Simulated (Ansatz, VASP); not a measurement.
# Cu3N in VASP and in Ansatz

```xyz
4
Lattice="3.8322 0.0000 0.0000 0.0000 3.8322 0.0000 0.0000 0.0000 3.8322" Properties=species:S:1:pos:R:3 pbc="T T T"
Cu    1.9161    0.0000    0.0000
Cu    0.0000    1.9161    0.0000
Cu    0.0000    0.0000    1.9161
N     0.0000    0.0000    0.0000
```

Alike in both runs: task single point; functional PBEsol; k mesh 5 × 5 × 5; occupations fermi-dirac, width 0.05 eV; no spin polarisation.

|  | VASP | Ansatz |
| --- | --- | --- |
| version | VASP 6.6.1 | Ansatz 0.2.0 |
| potentials or method | VASP PAW PBE potentials, release 64 (Cu, N), cutoff 600 eV | plane waves, PAW |
| valence electrons in the cell | 38 | 62 |

VASP gave:

| Item | Value |
| --- | --- |
| pressure (GPa) | -5.8 |

**Question.** Which values does Ansatz return?

**Answer.** Pressure (GPa): -6.5.

VASP's potentials were made for PBE, not for PBEsol. VASP's potentials hold 38 valence electrons a cell and Ansatz's 62, so a difference there can come from the potentials and not from the codes.
